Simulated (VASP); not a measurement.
Write the native input for VASP 6.6.1 that does the following.

| Quantity | Value |
| --- | --- |
| Task | single point |
| Functional | PBE |
| Potentials or basis | VASP PAW PBE potentials, release 64 (Ag, Br) |
| Cutoff | 500 eV |
| k mesh | 13 × 13 × 13 |
| Occupations | fermi-dirac, width 0.03 eV |
| Spin | no spin polarisation |
| Dipole correction | no |
| Further INCAR settings | ALGO = Normal; EDIFF = 1e-06; NBANDS = 16 |

The structure of AgBr (rocksalt type) lies in POSCAR:

```
AgBr
1.0
    0.0000000000      2.8959052097      2.8959052097
    2.8959052097      0.0000000000      2.8959052097
    2.8959052097      2.8959052097      0.0000000000
Ag Br
1 1
Direct
    0.0000000000      0.0000000000      0.0000000000
    0.5000000000      0.5000000000      0.5000000000
```

This cell differs from its parent crystal: volume scaled by 0.975.

The input as run:

INCAR

```
PREC = Accurate
ENCUT = 500
EDIFF = 1E-6
ISMEAR = -1
SIGMA = 0.03
LREAL = F
LASPH = T
NELM = 120
ALGO = Normal
ISIF = 2
LWAVE = F
LCHARG = F
GGA = PE
NBANDS = 16
GGA_COMPAT = F
```

KPOINTS

```
Automatic mesh
0
Gamma
  13 13 13
```

Potentials or basis: VASP PAW PBE potentials, release 64 (Ag, Br).

The run is started by

```console
$ cat potpaw_PBE.64/Ag/POTCAR potpaw_PBE.64/Br/POTCAR > POTCAR
$ mpirun -np 1 vasp_std > vasp.out
```

Results of the run:

```
Pressure               : 1.0 GPa
Band gap on the k mesh : 0.70 eV, indirect (least direct gap 2.52 eV)
```

Wall time 25 s on 1 thread of AMD EPYC 9R45 96-Core Processor (Zen 5), on a shared host, peak memory 0.18 GiB.
